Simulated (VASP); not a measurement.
Ir: single point with r2SCAN

Ir:

```
Ir
1.0
     2.72909    0.00000    0.00000
    -1.36455    2.36346    0.00000
     0.00000    0.00000    4.42764
Ir
2
Direct
  0.33333 0.66667 0.25000
  0.66667 0.33333 0.75000
```

This isn't the form of Ir at room conditions, which is fcc.

* Program: VASP 6.6.1
* Task: single point
* Functional: r2SCAN
* Potentials or basis: VASP PAW PBE potentials, release 64 (Ir_sv_GW)
* Cutoff: 620 eV
* k mesh: 13 × 13 × 7
* Occupations: fermi-dirac, width 0.1 eV
* Spin: no spin polarisation

- Pressure: -0.9 GPa
- Band gap on the k mesh: zero (bands 17 and 18 overlap by 3.47 eV)

Levels at points of the mesh, in eV from the Fermi level:
```tsv
k point	band 15	band 16	band 17	band 18	band 19	band 20
(0.00, 0.00, 0.00)	-3.30	-2.48	-2.48	-0.78	0.26	0.26
```

Run time: 4.4 min on 1 thread of Intel(R) Xeon(R) 6975P-C (Granite Rapids), with other jobs on the host, peak memory 0.21 GiB.

Caveat: the PAW data sets were made with another functional, which shifts forces and pressure a little; spin-orbit coupling is left out, which moves the levels of the heavy elements.
